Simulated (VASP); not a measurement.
Runs of VASP 6.6.1 on MnPt2. The structure is that of space group P-3m1 (No. 164), or close to it. The cells are those of the table. 

```csv
cell,gap on the mesh (eV),pressure (GPa),moment (μB),largest force (eV/Å)
"a = 2.810, b = 2.810, c = 6.422 Å, angles 90.0, 90.0, 120.0°, 3 atoms",none,1.5,4.02,0.13
"a = 2.839, b = 2.839, c = 6.489 Å, angles 90.0, 90.0, 120.0°, 3 atoms",none,-4.2,(a),0.08
"a = 2.924, b = 2.924, c = 6.682 Å, angles 90.0, 90.0, 120.0°, 3 atoms",none,-16.7,4.50,0.09
"a = 2.896, b = 2.896, c = 6.618 Å, angles 90.0, 90.0, 120.0°, 3 atoms",none,-13.2,4.42,0.04
"a = 2.868, b = 2.868, c = 6.554 Å, angles 90.0, 90.0, 120.0°, 3 atoms",none,(b),4.32,0.02
```

Alike in all rows: task single point; level PBE+D3(BJ); potentials or basis VASP PAW PBE potentials, release 64 (Mn_pv, Pt); spin collinear, ferromagnetic start; k mesh 12 × 12 × 5; cutoff (eV) 500; smearing fermi-dirac 0.15 eV.

Question: Estimate the missing entries.

Answer: (a) 4.19; (b) -9.0.

Caveats: three body term missing; spin-orbit coupling is left out, which moves the levels of the heavy elements; the cell stands under tension (at least some runs).

A k mesh can miss the band edges, and the runs leave out spin-orbit coupling on Pt.

A gap of «none» marks levels without a gap at the run's occupations.
